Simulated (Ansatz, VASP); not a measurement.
Two plane-wave programs on AlGa2N2

```
Al Ga N
1.0
     3.31366    0.00000    0.00000
     0.00000    3.31366    0.00000
     0.00000    0.00000    7.53182
Al Ga N
1 2 2
Direct
  0.50000 0.50000 0.00000
  0.50000 0.50000 0.67246
  0.50000 0.50000 0.32754
  0.00000 0.50000 0.50000
  0.50000 0.00000 0.50000
```

Alike in both runs: task relaxation of cell and atoms; functional PBE; k mesh 12 × 12 × 6; occupations gaussian, width 0.1 eV; no spin polarisation.

```csv
,VASP,Ansatz
version,VASP 6.6.1,Ansatz 0.2.0
potentials or method,"VASP PAW PBE potentials, release 64 (Al, Ga_d, N), cutoff 600 eV","scalar-relativistic, plane waves, PAW"
valence electrons in the cell,39,39
```

|  | VASP | Ansatz | Ansatz less VASP |
| --- | --- | --- | --- |
| gap on the k mesh at the Fermi level, each at its own relaxed structure (eV) | none | none | - |
| relaxed volume (Å³/atom) | 16.64 | 16.64 | -0.006 |
| relaxed length of the cell vector where the two differ most in proportion (Å) | 7.531 | 7.527 | -0.0040 |

A gap of «none» marks a metal or a gap that the smearing closes.
